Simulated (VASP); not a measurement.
A run of VASP 6.6.1 is set up as follows.

File INCAR:

```
PREC     = Accurate       # precision mode
ENCUT    = 520            # plane-wave cutoff, eV
EDIFF    = 1E-6           # SCF threshold, eV
ISMEAR   = 0              # smearing method
SIGMA    = 0.01           # smearing width, eV
LREAL    = False          # projectors in reciprocal space
LASPH    = True           # aspherical terms in the spheres
NELM     = 100            # most SCF steps
ALGO     = Normal         # electronic algorithm
ISIF     = 2              # what is computed and relaxed
LWAVE    = False          # write WAVECAR
LCHARG   = False          # write CHGCAR
GGA      = PE             # functional
NBANDS   = 15             # bands
```

The input KPOINTS:

```
regular mesh
0
Gamma
  4 4 4
```

File POSCAR:

```
KF
1.0
    0.0000000000      2.6855501609      2.6855501609
    2.6855501609      0.0000000000      2.6855501609
    2.6855501609      2.6855501609      0.0000000000
K F
1 1
Direct
    0.0000000000      0.0000000000      0.0000000000
    0.5000000000      0.5000000000      0.5000000000
```

Potentials or basis: VASP PAW PBE potentials, release 64 (K_sv, F).

Command:

```bash
$ cat potpaw_PBE.64/K_sv/POTCAR potpaw_PBE.64/F/POTCAR > POTCAR
$ mpirun -np 1 vasp_std > vasp.out
```

(1) Estimate the pressure.

(2) Estimate the band gap on the k mesh.

Answers

(1) 0.9 GPa.

(2) 6.09 eV.

Caveat: the k points lie up to 0.51 Å⁻¹ apart; the cell differs from its parent crystal (strain +1.0%).
